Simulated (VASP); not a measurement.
Here is a VASP 6.6.1 calculation.

INCAR

```
PREC = Accurate
ENCUT = 520
EDIFF = 1E-6
ISMEAR = -1
SIGMA = 0.02
LREAL = False
LASPH = True
NELM = 80
ALGO = Normal
ISIF = 2
LWAVE = False
LCHARG = False
GGA = PE
NBANDS = 15
```

Contents of KPOINTS:

```
regular mesh
0
Gamma
  6 6 6
```

POSCAR

```
KBr
1.0
    0.0000000000      3.3187590733      3.3011016647
    3.3187590733      0.0000000000      3.3011016647
    3.3187590733      3.3187590733      0.0000000000
K Br
1 1
Direct
    0.0000000000      0.0000000000      0.0000000000
    0.5000000000      0.5000000000      0.5000000000
```

Potentials or basis: VASP PAW PBE potentials, release 64 (K_sv, Br).

Run with:

```console
$ cat potpaw_PBE.64/K_sv/POTCAR potpaw_PBE.64/Br/POTCAR > POTCAR
$ mpirun -np 1 vasp_std > vasp.out
```

Problem. Estimate the band gap on the k mesh.

Solution. 4.40 eV.

Problem. Predict the pressure.

Solution. 0.6 GPa.

Stress tensor (GPa, compression positive):
```
0.51 0.00 0.00
0.00 0.51 0.00
0.00 0.00 0.68
```

Caveat: the cell differs from its parent crystal (epitaxial xy strain +0.5%).
